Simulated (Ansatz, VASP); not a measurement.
# RbP2: VASP beside Ansatz

```
Rb P
1.0
     3.37823    0.00000    0.00000
     0.00000    4.35948    0.00000
     0.00000    0.00000    6.71983
Rb P
1 2
Cartesian
  1.6891 0.0000 0.0000
  0.0000 0.0000 3.3599
  1.6891 2.1797 3.3599
```

Alike in both runs: task single point; functional PBE; k mesh 6 × 4 × 4; occupations gaussian, width 0.1 eV; no spin polarisation.

|  | VASP | Ansatz |
| --- | --- | --- |
| version | VASP 6.6.1 | Ansatz 0.2.0 |
| potentials or method | VASP PAW PBE potentials, release 64 (Rb_sv, P), cutoff 520 eV | scalar-relativistic, plane waves, PAW |
| valence electrons in the cell | 19 | 19 |

|  | VASP | Ansatz | Ansatz less VASP |
| --- | --- | --- | --- |
| gap on the k mesh at the Fermi level (eV) | none | none | - |
| pressure (GPa) | -6.4 | -6.4 | 0.00 |
| traceless stress, the component that is largest in VASP (GPa) | 6.52 | 6.52 | -0.005 |

A gap of «none» marks a metal or a gap that the smearing closes.

The k mesh is coarse, so the values compare programs but aren't converged.
